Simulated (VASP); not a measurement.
# Co (P6_3/mmc) in VASP: single point with PBEsol

Aim: the single point of Co with PBEsol.

Everything below comes from runs of VASP 6.6.1. Logs are shortened: lines on timing, memory, paths and dates and some standing lists are left out, and cuts for length are marked.

## Step 1: The cell of the first run

Symmetry: P6_3/mmc, No. 194, hexagonal system. Conventional cell: a = 2.456 Å, b = 2.456 Å, c = 3.974 Å, α = 90.00°, β = 90.00°, γ = 120.00°. Within 3.2 Å of Co (site symmetry -6m2) lie 12 Co at 2.44 to 2.46 Å.

## Step 2: Single point, PBEsol, collinear spin, ferromagnetic start

The input, INCAR:

```
SYSTEM = Co
ALGO = Normal
EDIFF = 1E-6
ENCUT = 520
GGA = PS
ISIF = 2
ISMEAR = -1
ISPIN = 2
LASPH = .True.
LCHARG = .False.
LMAXMIX = 4
LORBIT = 11
LREAL = .False.
LWAVE = .False.
MAGMOM = 2.5 2.5
NBANDS = 20
NELM = 150
PREC = Accurate
SIGMA = 0.15
```

The input, KPOINTS:

```
k-points
0
Gamma
  15 15 8
  0 0 0
```

The input, POSCAR:

```
Co
1.0
    2.4561953092     -0.0000002851      0.0000000000
   -1.2280974077      2.1271276769      0.0000000000
    0.0000000000      0.0000000000      3.9736785778
Co
2
Direct
    0.6666666667      0.3333333333      0.2500001359
    0.3333333333      0.6666666667      0.7499998641
```

Potentials or basis: VASP PAW PBE potentials, release 64 (Co).

Started as:

```sh
cat potpaw_PBE.64/Co/POTCAR > POTCAR
mpirun -np 1 vasp_std > vasp.out
```

OUTCAR:

```text
SYSTEM = Co
   EDIFF = 1E-6
   ENCUT = 520
   GGA = PS
   ISIF = 2
   ISMEAR = -1
   ISPIN = 2
   LASPH = .True.
   LORBIT = 11
   LREAL = .False.
   NELM = 150
   PREC = Accurate

 ion  position               nearest neighbor table
   1  0.667  0.333  0.250-   2 2.44   2 2.44   2 2.44   2 2.44   2 2.44   2 2.44
   2  0.333  0.667  0.750-   1 2.44   1 2.44   1 2.44   1 2.44   1 2.44   1 2.44

  LATTYP: Found a hexagonal cell.
 ALAT       =     2.4561953092
 C/A-ratio  =     1.6178186494

  Lattice vectors:

 A1 = (   2.4561953092,  -0.0000002851,   0.0000000000)
 A2 = (  -1.2280974077,   2.1271276769,   0.0000000000)
 A3 = (   0.0000000000,   0.0000000000,   3.9736785778)

Analysis of symmetry for initial positions (statically):
=====================================================================
 Subroutine PRICEL returns:
 Original cell was already a primitive cell.

 Routine SETGRP: Setting up the symmetry group for a
 hexagonal supercell.

 Subroutine GETGRP returns: Found 24 space group operations
 (whereof 12 operations were pure point group operations)
 out of a pool of 24 trial point group operations.

The static configuration has the point symmetry D_3d.
 The point group associated with its full space group is D_6h.

Analysis of symmetry for dynamics (positions and initial velocities):
=====================================================================
 Subroutine PRICEL returns:
 Original cell was already a primitive cell.

 Routine SETGRP: Setting up the symmetry group for a
 hexagonal supercell.

 Subroutine GETGRP returns: Found 24 space group operations
 (whereof 12 operations were pure point group operations)
 out of a pool of 24 trial point group operations.

The dynamic configuration has the point symmetry D_3d.
 The point group associated with its full space group is D_6h.

Analysis of structural, dynamic, and magnetic symmetry:
=====================================================================
 Subroutine PRICEL returns:
 Original cell was already a primitive cell.

 Routine SETGRP: Setting up the symmetry group for a
 hexagonal supercell.

 Subroutine GETGRP returns: Found 24 space group operations
 (whereof 12 operations were pure point group operations)
 out of a pool of 24 trial point group operations.

The overall configuration has the point symmetry D_3d.
 The point group associated with its full space group is D_6h.

 Subroutine INISYM returns: Found 24 space group operations
 (whereof 12 operations are pure point group operations),
 and found     1 'primitive' translations

----------------------------------------------------------------------------------------

                                     Primitive cell

  volume of cell :      20.7610

  direct lattice vectors                    reciprocal lattice vectors
     2.456195309 -0.000000285  0.000000000     0.407133774  0.235058731  0.000000000
    -1.228097408  2.127127677  0.000000000     0.000000055  0.470117557  0.000000000
     0.000000000  0.000000000  3.973678578     0.000000000  0.000000000  0.251655986

  length of vectors
     2.456195309  2.456195309  3.973678578     0.470117557  0.470117557  0.251655986

  position of ions in fractional coordinates (direct lattice)
     0.666666667  0.333333333  0.250000136
     0.333333333  0.666666667  0.749999864

  ion indices of the primitive-cell ions
   primitive index   ion index
                 1           1
                 2           2

----------------------------------------------------------------------------------------

 KPOINTS: k-points

Automatic generation of k-mesh.
 Grid dimensions read from file:
 generate k-points for:   15   15    8

 Generating k-lattice:

  Cartesian coordinates                     Fractional coordinates (reciprocal lattice)
     0.027142252  0.015670582  0.000000000     0.066666667  0.000000000  0.000000000
     0.000000004  0.031341170  0.000000000     0.000000000  0.066666667  0.000000000
     0.000000000  0.000000000  0.031456998     0.000000000  0.000000000  0.125000000

  Length of vectors
     0.031341170  0.031341170  0.031456998

  Shift w.r.t. Gamma in fractional coordinates (k-lattice)
     0.000000000  0.000000000  0.000000000

 Subroutine IBZKPT returns following result:
 ===========================================

 Found    135 irreducible k-points:

 Following reciprocal coordinates:
            Coordinates               Weight
  0.000000  0.000000  0.000000      1.000000
  0.066667 -0.000000  0.000000      6.000000
  0.133333  0.000000  0.000000      6.000000
  0.200000  0.000000  0.000000      6.000000
  0.266667  0.000000  0.000000      6.000000
  0.333333  0.000000  0.000000      6.000000
[... 16 lines left out ...]
  0.333333  0.200000  0.000000     12.000000
  0.400000  0.200000  0.000000      6.000000
 [... further k-points ...]
   k-points           NKPTS =    135   k-points in BZ     NKDIM =    135   number of bands    NBANDS=     20
   number of dos      NEDOS =    301   number of ions     NIONS =      2
   total plane-waves  NPLWV =   9720
   dimension x,y,z NGX =    18 NGY =   18 NGZ =   30
   dimension x,y,z NGXF=    36 NGYF=   36 NGZF=   60
   ions per type =               2
   NGX,Y,Z   is equivalent  to a cutoff of  12.18, 12.18, 12.55 a.u.
   NGXF,Y,Z  is equivalent  to a cutoff of  24.37, 24.37, 25.10 a.u.
 SYSTEM =  Co
   PREC   = accura    normal or accurate (medium, high low for compatibility)
   ISTART =      0    job   : 0-new  1-cont  2-samecut
   ICHARG =      2    charge: 1-file 2-atom 10-const
   ISPIN  =      2    spin polarized calculation?
   LNONCOLLINEAR =      F non collinear calculations
   LSORBIT =      F    spin-orbit coupling
   LASPH  =      T    aspherical Exc in radial PAW
   ENCUT  =  520.0 eV  38.22 Ry    6.18 a.u.   4.57  4.57  7.39*2*pi/ulx,y,z
   NELM   =    150;   NELMIN=  2; NELMDL= -5     # of ELM steps
   EDIFF  = 0.1E-05   stopping-criterion for ELM
   LREAL  =      F    real-space projection
   EDIFFG = 0.1E-04   stopping-criterion for IOM
   NSW    =      0    number of steps for IOM
   IBRION =     -1    ionic relax: 0-MD 1-quasi-New 2-CG
   NFREE  =      0    steps in history (QN), initial steepest desc. (CG)
   ISIF   =      2    stress and relaxation
   ISYM   =      2    0-nonsym 1-usesym 2-fastsym
   POTIM  = 0.5000    time-step for ionic-motion
   TEBEG  =    0.0;   TEEND  =   0.0 temperature during run
   PSTRESS=    0.0 pullay stress
   NELECT =      18.0000    total number of electrons
   NUPDOWN=      -1.0000    fix difference up-down
   EMIN   =  10.00;   EMAX   =-10.00  energy-range for DOS
   EFERMI =   0.00;   METHOD = LEGACY
   ISMEAR =    -1;   SIGMA  =   0.15  broadening in eV -4-tet -1-fermi 0-gaus
   EFERMI_NEDOS =   21; number of points for ismear=-14 and -15
   IALGO  =     38    algorithm
   IMIX   =      4    mixing-type and parameters
     AMIX     =   0.40;   BMIX     =  1.00
     AMIX_MAG =   1.60;   BMIX_MAG =  1.00
  volume/ion in A,a.u.               =      10.38        70.05
  Fermi-wavevector in a.u.,A,eV,Ry     =   1.561047  2.949951 33.155593  2.436867
  Thomas-Fermi vector in A             =   2.664170
   LORBIT       =     11    0 simple, 1 ext, 2 COOP (PROOUT), +10 PAW based schemes
   GGA     = PS    functional components
   LHFCALC =     F    Hartree Fock is set to
   AEXX    =    0.0000 exact exchange contribution
   IVDW    =     0    specifies the selected vdW correction
   LEPSILON=     F    determine dielectric tensor
   LRPA    =     F    only Hartree local field effects (RPA)
 spin polarized calculation
  energy-cutoff  :      520.00
  volume of cell :       20.76
 maximum number of plane-waves:       578
   NGX =  9   NGY =  9   NGZ = 15

 number of electron      17.9999973 magnetization       3.0789636

 Free energy of the ion-electron system (eV)
  ---------------------------------------------------
  ext. energy  EPLUGINS =         0.00000000
  ---------------------------------------------------
  free energy    TOTEN  =       -15.54218770 eV

  energy without entropy =      -15.38571983  energy(sigma->0) =      -15.46395377

 E-fermi :  10.7122     XC(G=0): -13.8431

 val. band max:       10.7045568010   @ k =   0.2000   0.2000   0.2500
 cond. band min:      10.7141201626   @ k =   0.2000   0.1333   0.5000
 fundamental gap:      0.0095633616
 Fermi energy:        10.7121566063

 spin component 1

 k-point     1 :       0.0000    0.0000    0.0000
  band No.  band energies     occupation
      1       1.4701      1.00000
      2       5.3628      1.00000
      3       8.0719      1.00000
      4       8.0979      1.00000
      5       8.0979      1.00000
      6       8.4366      1.00000
[... 12 lines left out ...]
     19      37.3265      0.00000
     20      37.3265      0.00000

 k-point     2 :       0.0667   -0.0000    0.0000
  band No.  band energies     occupation
      1       1.6318      1.00000
      2       5.4626      1.00000
      3       7.8955      1.00000
      4       8.1763      1.00000
      5       8.2506      1.00000
      6       8.3988      1.00000
[... 12 lines left out ...]
     19      39.1533      0.00000
     20      39.3066      0.00000

 k-point     3 :       0.1333    0.0000    0.0000
  band No.  band energies     occupation
      1       2.1055      1.00000
      2       5.7306      1.00000
      3       7.6640      1.00000
      4       8.2010      1.00000
      5       8.2611      1.00000
      6       8.4029      1.00000
[... 12 lines left out ...]
     19      37.7962      0.00000
     20      40.7938      0.00000

 k-point     4 :       0.2000    0.0000    0.0000
  band No.  band energies     occupation
      1       2.8531      1.00000
      2       6.0529      1.00000
      3       7.4427      1.00000
      4       7.5191      1.00000
      5       8.1372      1.00000
      6       8.4577      1.00000
[... 429 lines left out ...]
 k-point    23 :       0.3333    0.2000    0.0000
  band No.  band energies     occupation
      1       6.2305      1.00000
      2       6.2318      1.00000
      3       6.3534      1.00000
      4       7.2037      1.00000
      5       7.7443      1.00000
      6       8.1078      1.00000
[... 12 lines left out ...]
     19      30.8770      0.00000
     20      40.3667      0.00000

 k-point    24 :       0.4000    0.2000    0.0000
  band No.  band energies     occupation
      1       6.1895      1.00000
      2       6.2961      1.00000
      3       6.3135      1.00000
      4       7.3601      1.00000
      5       7.7714      1.00000
      6       8.0163      1.00000
[... 12 lines left out ...]
     19      30.7034      0.00000
     20      40.2897      0.00000

 [... further k-points ...]

 spin component 2

 k-point     1 :       0.0000    0.0000    0.0000
  band No.  band energies     occupation
      1       1.5427      1.00000
      2       6.2779      1.00000
      3       9.6121      0.99935
      4       9.6408      0.99921
      5       9.6408      0.99921
      6      10.0310      0.98945
[... 12 lines left out ...]
     19      37.6727      0.00000
     20      37.6727      0.00000

 k-point     2 :       0.0667   -0.0000    0.0000
  band No.  band energies     occupation
      1       1.7049      1.00000
      2       6.3894      1.00000
      3       9.4058      0.99983
      4       9.7261      0.99861
      5       9.8122      0.99753
      6       9.9827      0.99233
[... 12 lines left out ...]
     19      39.2793      0.00000
     20      39.4999      0.00000

 k-point     3 :       0.1333    0.0000    0.0000
  band No.  band energies     occupation
      1       2.1820      1.00000
      2       6.6941      1.00000
      3       9.1245      0.99997
      4       9.2532      0.99994
      5       9.8122      0.99753
      6       9.9735      0.99279
[... 12 lines left out ...]
     19      37.8489      0.00000
     20      40.9616      0.00000

 k-point     4 :       0.2000    0.0000    0.0000
  band No.  band energies     occupation
      1       2.9420      1.00000
      2       7.0855      1.00000
      3       8.5814      1.00000
      4       8.8257      1.00000
      5       9.6454      0.99918
      6      10.0742      0.98597
[... 429 lines left out ...]
 k-point    23 :       0.3333    0.2000    0.0000
  band No.  band energies     occupation
      1       6.9746      1.00000
      2       7.4285      1.00000
      3       7.5117      1.00000
      4       8.1288      1.00000
      5       9.2013      0.99996
      6       9.5402      0.99960
[... 12 lines left out ...]
     19      31.2513      0.00000
     20      40.7156      0.00000

 k-point    24 :       0.4000    0.2000    0.0000
  band No.  band energies     occupation
      1       7.2195      1.00000
      2       7.3959      1.00000
      3       7.4335      1.00000
      4       8.2062      1.00000
      5       9.2412      0.99994
      6       9.4201      0.99982
[... 12 lines left out ...]
     19      31.0754      0.00000
     20      40.6443      0.00000

 [... further k-points ...]
[... 5 lines left out ...]
  --------------------------------------------------------------------------------------
  -------------------------------------------------------------------------------------
  Total       -0.1224688     -0.1224688     -0.1388594      0.0000000      0.0000000      0.0000000
  in kB       -9.4511952     -9.4511952    -10.7161015      0.0000000      0.0000000      0.0000000
  external PRESSURE =      -9.8728306 kB  Pullay stress =       0.0000000 kB

 VOLUME and BASIS-vectors are now :
 -----------------------------------------------------------------------------
  energy-cutoff  :      520.00
  volume of cell :       20.76
      direct lattice vectors                 reciprocal lattice vectors
     2.456195309 -0.000000285  0.000000000     0.407133774  0.235058731  0.000000000
    -1.228097408  2.127127677  0.000000000     0.000000055  0.470117557  0.000000000
     0.000000000  0.000000000  3.973678578     0.000000000  0.000000000  0.251655986

 POSITION                                       TOTAL-FORCE (eV/Angst)
 -----------------------------------------------------------------------------------
      1.22810      0.70904      0.99342         0.000000     -0.000000      0.000000
      0.00000      1.41809      2.98026        -0.000000      0.000000     -0.000000
 -----------------------------------------------------------------------------------
    total drift:                               -0.000008     -0.000005      0.000013

  FREE ENERGIE OF THE ION-ELECTRON SYSTEM (eV)
  ---------------------------------------------------
  free  energy   TOTEN  =       -15.5421877007 eV

  energy  without entropy=      -15.3857198326  energy(sigma->0) =      -15.46395377

 total charge

# of ion       s       p       d       tot
------------------------------------------
    1        0.508   0.564   7.289   8.361
    2        0.508   0.564   7.289   8.361
--------------------------------------------------
tot          1.016   1.128  14.578  16.722

 magnetization (x)

# of ion       s       p       d       tot
------------------------------------------
    1       -0.014  -0.048   1.608   1.545
    2       -0.014  -0.048   1.608   1.545
--------------------------------------------------
tot         -0.028  -0.097   3.216   3.091
```

It took 40 s on 1 thread of Intel Xeon 6975P-C (Granite Rapids), shared host; peak memory 0.19 GiB.

Results:

```yaml
Free_energy: -15.5422 eV
Pressure: -1.0 GPa
Net_moment: 3.08 μB per cell
Site_moments: Co +1.54 μB
Valence_electrons_inside_the_program's_atomic_spheres: Co 8.36
```

Stress tensor (GPa, compression positive):
```
-0.95  0.00  0.00
 0.00 -0.95  0.00
 0.00  0.00 -1.07
```

Caveat: the PAW data sets were made with another functional, which shifts forces and pressure a little.
